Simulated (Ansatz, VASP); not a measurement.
In in VASP and in Ansatz

```
CELL_PARAMETERS angstrom
3.39488 0.00000 0.00000
-1.69744 2.94006 0.00000
0.00000 0.00000 5.51032
ATOMIC_POSITIONS crystal
In 0.33333 0.66667 0.25000
In 0.66667 0.33333 0.75000
```

Alike in both runs: task single point; functional revPBE; k mesh 12 × 12 × 7; occupations fermi-dirac, width 0.1 eV; no spin polarisation.

|  | VASP | Ansatz |
| --- | --- | --- |
| version | VASP 6.6.1 | Ansatz 0.2.0 |
| potentials or method | VASP PAW PBE potentials, release 64 (In_d), cutoff 520 eV | plane waves (420 eV) with PAW, scalar-relativistic |
| valence electrons in the cell | 26 | 26 |

|  | VASP | Ansatz | Ansatz less VASP |
| --- | --- | --- | --- |
| pressure (GPa) | 1.3 | 1.4 | +0.04 |
| traceless stress, the component that is largest in VASP (GPa) | -0.43 | -0.43 | -0.004 |

VASP's potentials were made for PBE, not for revPBE.
